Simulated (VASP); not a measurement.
# Si (P1) in VASP: single point with PBE

Aim: the single point of Si with PBE.

Program: VASP 6.6.1. These are calculated values, not measurements. Logs are shortened: lines on timing, memory, paths and dates and some standing lists are left out, and cuts for length are marked.

## Step 1: The cell of the first run

The typed cell holds 16 atoms: a = 10.862 Å, b = 5.431 Å, c = 5.431 Å, α = 90.00°, β = 90.00°, γ = 90.00°.

## Step 2: Single point, PBE

File INCAR:

```
SYSTEM = Si
ALGO = Normal
EDIFF = 1E-6
ENCUT = 500
GGA = PE
GGA_COMPAT = .False.
ISIF = 2
ISMEAR = 0
ISYM = 0
LASPH = .True.
LCHARG = .False.
LREAL = .False.
LWAVE = .False.
NBANDS = 46
NELM = 120
PREC = Accurate
SIGMA = 0.01
```

File KPOINTS:

```
Automatic mesh
0
Gamma
  1 1 1
  0.5 0.5 0.5
```

File POSCAR:

```
Si
1.0
   10.8620000000      0.0000000000      0.0000000000
    0.0000000000      5.4310000000      0.0000000000
    0.0000000000      0.0000000000      5.4310000000
Si
16
Direct
    0.0036825600      0.0044190800      0.0033143100
    0.1250000000      0.2500000000      0.2500000000
    0.0000000000      0.5000000000      0.5000000000
    0.1250000000      0.7500000000      0.7500000000
    0.2500000000      0.0000000000      0.5000000000
    0.3750000000      0.2500000000      0.7500000000
    0.2500000000      0.5000000000      0.0000000000
    0.3750000000      0.7500000000      0.2500000000
    0.5000000000      0.0000000000      0.0000000000
    0.6250000000      0.2500000000      0.2500000000
    0.5000000000      0.5000000000      0.5000000000
    0.6250000000      0.7500000000      0.7500000000
    0.7500000000      0.0000000000      0.5000000000
    0.8750000000      0.2500000000      0.7500000000
    0.7500000000      0.5000000000      0.0000000000
    0.8750000000      0.7500000000      0.2500000000
```

Potentials or basis: VASP PAW PBE potentials, release 64 (Si).

The run is started by

```bash
$ cat potpaw_PBE.64/Si/POTCAR > POTCAR
$ mpirun -np 1 vasp_std > vasp.out
```

OUTCAR:

```text
SYSTEM = Si
   EDIFF = 1E-6
   ENCUT = 500
   GGA = PE
   ISIF = 2
   ISMEAR = 0
   ISYM = 0
   LASPH = .True.
   LREAL = .False.
   NELM = 120
   PREC = Accurate

 ion  position               nearest neighbor table
   1  0.004  0.004  0.003-   2 2.30   4 2.35  14 2.37  16 2.38
   2  0.125  0.250  0.250-   1 2.30   3 2.35   5 2.35   7 2.35
   3  0.000  0.500  0.500-   2 2.35   4 2.35  14 2.35  16 2.35
   4  0.125  0.750  0.750-   3 2.35   5 2.35   7 2.35   1 2.35
   5  0.250  0.000  0.500-   2 2.35   4 2.35   6 2.35   8 2.35
   6  0.375  0.250  0.750-   5 2.35   7 2.35   9 2.35  11 2.35
   7  0.250  0.500  0.000-   2 2.35   4 2.35   6 2.35   8 2.35
   8  0.375  0.750  0.250-   5 2.35   7 2.35   9 2.35  11 2.35
   9  0.500  0.000  0.000-   6 2.35   8 2.35  10 2.35  12 2.35
  10  0.625  0.250  0.250-   9 2.35  11 2.35  13 2.35  15 2.35
  11  0.500  0.500  0.500-   6 2.35   8 2.35  10 2.35  12 2.35
  12  0.625  0.750  0.750-   9 2.35  11 2.35  13 2.35  15 2.35
  13  0.750  0.000  0.500-  10 2.35  12 2.35  14 2.35  16 2.35
  14  0.875  0.250  0.750-   3 2.35  13 2.35  15 2.35   1 2.37
  15  0.750  0.500  0.000-  10 2.35  12 2.35  14 2.35  16 2.35
  16  0.875  0.750  0.250-   3 2.35  13 2.35  15 2.35   1 2.38

IMPORTANT INFORMATION: All symmetrisations will be switched off!
NOSYMM: (Re-)initialisation of all symmetry stuff for point group C_1.

----------------------------------------------------------------------------------------

                                     Primitive cell

  volume of cell :     320.3830

  direct lattice vectors                    reciprocal lattice vectors
    10.862000000  0.000000000  0.000000000     0.092064077  0.000000000  0.000000000
     0.000000000  5.431000000  0.000000000     0.000000000  0.184128153  0.000000000
     0.000000000  0.000000000  5.431000000     0.000000000  0.000000000  0.184128153

  length of vectors
    10.862000000  5.431000000  5.431000000     0.092064077  0.184128153  0.184128153

  position of ions in fractional coordinates (direct lattice)
     0.003682560  0.004419080  0.003314310
     0.125000000  0.250000000  0.250000000
     0.000000000  0.500000000  0.500000000
     0.125000000  0.750000000  0.750000000
     0.250000000  0.000000000  0.500000000
     0.375000000  0.250000000  0.750000000
     0.250000000  0.500000000  0.000000000
     0.375000000  0.750000000  0.250000000
     0.500000000  0.000000000  0.000000000
     0.625000000  0.250000000  0.250000000
     0.500000000  0.500000000  0.500000000
     0.625000000  0.750000000  0.750000000
     0.750000000  0.000000000  0.500000000
     0.875000000  0.250000000  0.750000000
     0.750000000  0.500000000  0.000000000
     0.875000000  0.750000000  0.250000000

  ion indices of the primitive-cell ions
   primitive index   ion index
                 1           1
                 2           2
                 3           3
                 4           4
                 5           5
                 6           6
                 7           7
                 8           8
                 9           9
                10          10
                11          11
                12          12
                13          13
                14          14
                15          15
                16          16

----------------------------------------------------------------------------------------

 KPOINTS: Automatic mesh

Automatic generation of k-mesh.
 Grid dimensions read from file:
 generate k-points for:    1    1    1

 Generating k-lattice:

  Cartesian coordinates                     Fractional coordinates (reciprocal lattice)
     0.092064077  0.000000000  0.000000000     1.000000000  0.000000000  0.000000000
     0.000000000  0.184128153  0.000000000     0.000000000  1.000000000  0.000000000
     0.000000000  0.000000000  0.184128153     0.000000000  0.000000000  1.000000000

  Length of vectors
     0.092064077  0.184128153  0.184128153

  Shift w.r.t. Gamma in fractional coordinates (k-lattice)
     0.500000000  0.500000000  0.500000000

 Subroutine IBZKPT returns following result:
 ===========================================

 Found      1 irreducible k-points:

 Following reciprocal coordinates:
            Coordinates               Weight
  0.500000  0.500000  0.500000      1.000000
   k-points           NKPTS =      1   k-points in BZ     NKDIM =      1   number of bands    NBANDS=     46
   number of dos      NEDOS =    301   number of ions     NIONS =     16
   total plane-waves  NPLWV = 128000
   dimension x,y,z NGX =    80 NGY =   40 NGZ =   40
   dimension x,y,z NGXF=   160 NGYF=   80 NGZF=   80
   ions per type =              16
   NGX,Y,Z   is equivalent  to a cutoff of  12.24, 12.24, 12.24 a.u.
   NGXF,Y,Z  is equivalent  to a cutoff of  24.49, 24.49, 24.49 a.u.
 SYSTEM =  Si
   PREC   = accura    normal or accurate (medium, high low for compatibility)
   ISTART =      0    job   : 0-new  1-cont  2-samecut
   ICHARG =      2    charge: 1-file 2-atom 10-const
   ISPIN  =      1    spin polarized calculation?
   LNONCOLLINEAR =      F non collinear calculations
   LSORBIT =      F    spin-orbit coupling
   LASPH  =      T    aspherical Exc in radial PAW
   ENCUT  =  500.0 eV  36.75 Ry    6.06 a.u.  19.80  9.90  9.90*2*pi/ulx,y,z
   NELM   =    120;   NELMIN=  2; NELMDL= -5     # of ELM steps
   EDIFF  = 0.1E-05   stopping-criterion for ELM
   LREAL  =      F    real-space projection
   EDIFFG = 0.1E-04   stopping-criterion for IOM
   NSW    =      0    number of steps for IOM
   IBRION =     -1    ionic relax: 0-MD 1-quasi-New 2-CG
   NFREE  =      0    steps in history (QN), initial steepest desc. (CG)
   ISIF   =      2    stress and relaxation
   ISYM   =      0    0-nonsym 1-usesym 2-fastsym
   POTIM  = 0.5000    time-step for ionic-motion
   TEBEG  =    0.0;   TEEND  =   0.0 temperature during run
   PSTRESS=    0.0 pullay stress
   NELECT =      64.0000    total number of electrons
   NUPDOWN=      -1.0000    fix difference up-down
   EMIN   =  10.00;   EMAX   =-10.00  energy-range for DOS
   EFERMI =   0.00;   METHOD = LEGACY
   ISMEAR =     0;   SIGMA  =   0.01  broadening in eV -4-tet -1-fermi 0-gaus
   EFERMI_NEDOS =   21; number of points for ismear=-14 and -15
   IALGO  =     38    algorithm
   IMIX   =      4    mixing-type and parameters
     AMIX     =   0.40;   BMIX     =  1.00
     AMIX_MAG =   1.60;   BMIX_MAG =  1.00
  volume/ion in A,a.u.               =      20.02       135.13
  Fermi-wavevector in a.u.,A,eV,Ry     =   0.956999  1.808467 12.460868  0.915848
  Thomas-Fermi vector in A             =   2.085978
   LORBIT       =      0    0 simple, 1 ext, 2 COOP (PROOUT), +10 PAW based schemes
   GGA     = PE    functional components
   LHFCALC =     F    Hartree Fock is set to
   AEXX    =    0.0000 exact exchange contribution
   IVDW    =     0    specifies the selected vdW correction
   LEPSILON=     F    determine dielectric tensor
   LRPA    =     F    only Hartree local field effects (RPA)
 non-spin polarized calculation
 Gauss-broadening in eV      SIGMA  =   0.01
  energy-cutoff  :      500.00
  volume of cell :      320.38
 maximum number of plane-waves:      8128
 NGX is ok and might be reduce to    80
   NGX = 39   NGY = 19   NGZ = 19

 number of electron      64.0000007 magnetization

 Free energy of the ion-electron system (eV)
  ---------------------------------------------------
  ext. energy  EPLUGINS =         0.00000000
  ---------------------------------------------------
  free energy    TOTEN  =       -80.87705778 eV

  energy without entropy =      -80.87705778  energy(sigma->0) =      -80.87705778

 E-fermi :   4.7789     XC(G=0):  -9.3726

 val. band max:        4.7099265595   @ k =   0.5000   0.5000   0.5000
 cond. band min:       8.1894996800   @ k =   0.5000   0.5000   0.5000
 fundamental gap:      3.4795731205
 Fermi energy:         4.7788649273

 k-point     1 :       0.5000    0.5000    0.5000
  band No.  band energies     occupation
      1      -3.9511      2.00000
      2      -3.8958      2.00000
      3      -3.8923      2.00000
      4      -3.8919      2.00000
      5      -3.8901      2.00000
      6      -3.8845      2.00000
      7      -3.8733      2.00000
      8      -3.8505      2.00000
      9      -0.5440      2.00000
     10      -0.4973      2.00000
     11      -0.4942      2.00000
     12      -0.4875      2.00000
     13      -0.4842      2.00000
     14      -0.4798      2.00000
     15      -0.4664      2.00000
     16      -0.4420      2.00000
     17       3.3944      2.00000
     18       3.4141      2.00000
     19       3.4167      2.00000
     20       3.4268      2.00000
     21       3.4293      2.00000
     22       3.4403      2.00000
     23       3.4443      2.00000
     24       3.4592      2.00000
     25       4.5708      2.00000
     26       4.6208      2.00000
     27       4.6323      2.00000
     28       4.6351      2.00000
     29       4.6379      2.00000
     30       4.6405      2.00000
     31       4.6459      2.00000
     32       4.7099      2.00000
     33       8.1895      0.00000
     34       8.2231      0.00000
     35       8.2309      0.00000
     36       8.2345      0.00000
     37       8.2362      0.00000
     38       8.2429      0.00000
     39       8.2475      0.00000
     40       8.2758      0.00000
     41       9.4590      0.00000
     42       9.4772      0.00000
     43       9.4905      0.00000
     44       9.5041      0.00000
 [bands above 44 left out]

------------------------ aborting loop because EDIFF is reached ----------------------------------------

  FORCE on cell =-STRESS in cart. coord.  units (eV):
  Direction    XX          YY          ZZ          XY          YZ          ZX
  --------------------------------------------------------------------------------------
  -------------------------------------------------------------------------------------
  Total        9.4356449      8.8569122      8.8629624      0.2445806      0.3252067      0.3131563
  in kB       47.1859571     44.2918192     44.3220751      1.2231037      1.6263002      1.5660382
  external PRESSURE =      45.2666171 kB  Pullay stress =       0.0000000 kB

 VOLUME and BASIS-vectors are now :
 -----------------------------------------------------------------------------
  energy-cutoff  :      500.00
  volume of cell :      320.38
      direct lattice vectors                 reciprocal lattice vectors
    10.862000000  0.000000000  0.000000000     0.092064077  0.000000000  0.000000000
     0.000000000  5.431000000  0.000000000     0.000000000  0.184128153  0.000000000
     0.000000000  0.000000000  5.431000000     0.000000000  0.000000000  0.184128153

 POSITION                                       TOTAL-FORCE (eV/Angst)
 -----------------------------------------------------------------------------------
      0.04000      0.02400      0.01800        -0.511781     -0.380661     -0.299404
      1.35775      1.35775      1.35775         0.222872      0.239607      0.235489
      0.00000      2.71550      2.71550        -0.088138      0.009032      0.006400
      1.35775      4.07325      4.07325         0.034956      0.060920      0.055867
      2.71550      0.00000      2.71550         0.021729     -0.017188      0.007122
      4.07325      1.35775      4.07325         0.002646      0.001593      0.000420
      2.71550      2.71550      0.00000         0.021822      0.011704     -0.011346
      4.07325      4.07325      1.35775         0.002732      0.002320     -0.000334
      5.43100      0.00000      0.00000         0.008360     -0.007596     -0.005715
      6.78875      1.35775      1.35775         0.002738      0.006968      0.006714
      5.43100      2.71550      2.71550         0.001909     -0.001660     -0.001276
      6.78875      4.07325      4.07325         0.002268      0.006656      0.006438
      8.14650      0.00000      2.71550         0.020955     -0.022135      0.013694
      9.50425      1.35775      4.07325         0.107453     -0.039109      0.077982
      8.14650      2.71550      0.00000         0.020881      0.016224     -0.018225
      9.50425      4.07325      1.35775         0.128597      0.113327     -0.073826
 -----------------------------------------------------------------------------------
    total drift:                               -0.000003     -0.000006     -0.000012

  FREE ENERGIE OF THE ION-ELECTRON SYSTEM (eV)
  ---------------------------------------------------
  free  energy   TOTEN  =       -80.8770577834 eV

  energy  without entropy=      -80.8770577834  energy(sigma->0) =      -80.87705778
```

Wall time 25 s (1 thread of Intel Xeon 6975P-C, shared host); peak memory 0.31 GiB.

Results:

```
Free energy            : -80.8771 eV
Pressure               : 4.5 GPa
Largest force          : 0.705 eV/Å
Band gap on the k mesh : 3.48 eV
```

Forces on the atoms (eV/Å):
```
Si  -0.512 -0.381 -0.299
Si   0.223  0.240  0.235
Si  -0.088  0.009  0.006
Si   0.035  0.061  0.056
Si   0.022 -0.017  0.007
Si   0.003  0.002  0.000
Si   0.022  0.012 -0.011
Si   0.003  0.002  0.000
Si   0.008 -0.008 -0.006
Si   0.003  0.007  0.007
Si   0.002 -0.002 -0.001
Si   0.002  0.007  0.006
Si   0.021 -0.022  0.014
Si   0.107 -0.039  0.078
Si   0.021  0.016 -0.018
Si   0.129  0.113 -0.074
```

Stress tensor (GPa, compression positive):
```
4.72 0.12 0.16
0.12 4.43 0.16
0.16 0.16 4.43
```

Caveat: the k points lie up to 1.16 Å⁻¹ apart. A hybrid or GW would open this gap; PBE tends to underestimate it.
